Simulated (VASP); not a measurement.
Here is a VASP 6.6.1 calculation.

The input INCAR:

```
SYSTEM = Fe
PREC     = Accurate       ! precision mode
ENCUT    = 520            ! plane-wave cutoff, eV
EDIFF    = 1E-7           ! SCF threshold, eV
ISMEAR   = -1             ! smearing method
SIGMA    = 0.27211386245988 ! smearing width, eV
LREAL    = .FALSE.        ! projectors in reciprocal space
LASPH    = .TRUE.         ! aspherical terms in the spheres
NELM     = 150            ! most SCF steps
ALGO     = Normal         ! electronic algorithm
ISIF     = 2              ! what is computed and relaxed
LWAVE    = .FALSE.        ! write WAVECAR
LCHARG   = .FALSE.        ! write CHGCAR
LNONCOLLINEAR= .TRUE.         ! non-collinear magnetism
MAGMOM   = 0 0 2 1.147 0 1.638 ! initial moments
LORBIT   = 11             ! projections on sites
LMAXMIX  = 4              ! l up to which the mixer works
GGA      = CA             ! functional
NBANDS   = 28             ! bands
```

File KPOINTS:

```
Automatic mesh
0
G
  2 2 2
  0 0 0
```

The input POSCAR:

```
Fe
1.0
    2.8660000000      0.0000000000      0.0000000000
    0.0000000000      2.8660000000      0.0000000000
    0.0000000000      0.0000000000      2.8660000000
Fe
2
Direct
    0.0000000000      0.0000000000      0.0000000000
    0.5200000000      0.5000000000      0.5000000000
```

Potentials or basis: VASP PAW LDA potentials, release 64 (Fe).

The run is started by

```sh
$ cat potpaw_LDA.64/Fe/POTCAR > POTCAR
$ mpirun -np 1 vasp_ncl > vasp.out
```

(1) What does it give for the net moment?

(2) Predict the largest force.

## Answers

(1) 3.83 μB per cell.

(2) 0.158 eV/Å.

Caveat: the k points lie up to 1.10 Å⁻¹ apart.
